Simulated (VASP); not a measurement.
Zr3ZnN2:

```
Zr Zn N
1.0
     2.93226   -5.82058    0.00000
     2.93226    5.82058    0.00000
     0.00000    0.00000    3.12186
Zr Zn N
3 1 2
Cartesian
  2.9323 -3.2035 0.0000
  2.9323 3.2035 0.0000
  2.9323 0.0000 1.5609
  0.0000 0.0000 0.0000
  1.4661 -2.9103 1.5609
  1.4661 2.9103 1.5609
```

The cell was generated, and may not be a known phase.

* Program: VASP 6.6.1
* Task: relaxation of cell and atoms
* Functional: PBE
* Potentials or basis: VASP PAW PBE potentials, release 64 (Zr_sv, Zn, N)
* Cutoff: 600 eV
* k mesh: 4 × 4 × 6
* Occupations: gaussian, width 0.1 eV
* Spin: no spin polarisation

At the start: pressure 0.2 GPa; volume 17.76 Å³/atom.

Task: Where does the relaxation end?

Result: Over 13 steps the energy falls by 9.2 meV/atom and the volume is 18.15 Å³/atom (+2.2 %); space group Cmmm (No. 65, to 0.1 Å) before and after.

Step by step:
| step | energy change (eV) | largest force (eV/Å) | pressure (GPa) | volume (Å³) |
| --- | --- | --- | --- | --- |
| 1 | 0.0000 | 0.1833 | 0.24 | 106.56 |
| 2 | -0.0088 | 0.1784 | 0.14 | 106.98 |
| 3 | -0.0106 | 0.1732 | 0.07 | 107.26 |
| 4 | -0.0183 | 0.1704 | -0.21 | 107.66 |
| 5 | -0.0347 | 0.1355 | -1.03 | 108.85 |
| 6 | -0.0344 | 0.1216 | -2.72 | 111.13 |
| 7 | -0.0408 | 0.0402 | -1.77 | 109.84 |
| 8 | -0.0442 | 0.0500 | -1.52 | 109.72 |
| 9 | -0.0515 | 0.0768 | -0.78 | 109.34 |
| 10 | -0.0525 | 0.1184 | 0.72 | 108.57 |
| 11 | -0.0542 | 0.1004 | 0.07 | 108.91 |
| 12 | -0.0546 | 0.0719 | 0.04 | 108.90 |
| 13 | -0.0550 | 0.0090 | -0.04 | 108.87 |

Final structure:
```cif
data_structure
_symmetry_space_group_name_H-M 'P 1'
_symmetry_Int_Tables_number 1
_cell_length_a 6.8358
_cell_length_b 6.8358
_cell_length_c 3.0731
_cell_angle_alpha 90.000
_cell_angle_beta 90.000
_cell_angle_gamma 130.699
_cell_volume 108.87
loop_
_atom_site_label
_atom_site_type_symbol
_atom_site_fract_x
_atom_site_fract_y
_atom_site_fract_z
_atom_site_occupancy
Zr1 Zr 0.78883 0.21117 0.00000 1
Zr2 Zr 0.21117 0.78883 0.00000 1
Zr3 Zr 0.50000 0.50000 0.50000 1
Zn1 Zn 0.00000 0.00000 0.00000 1
N1 N 0.50000 0.00000 0.50000 1
N2 N 0.00000 0.50000 0.50000 1
```
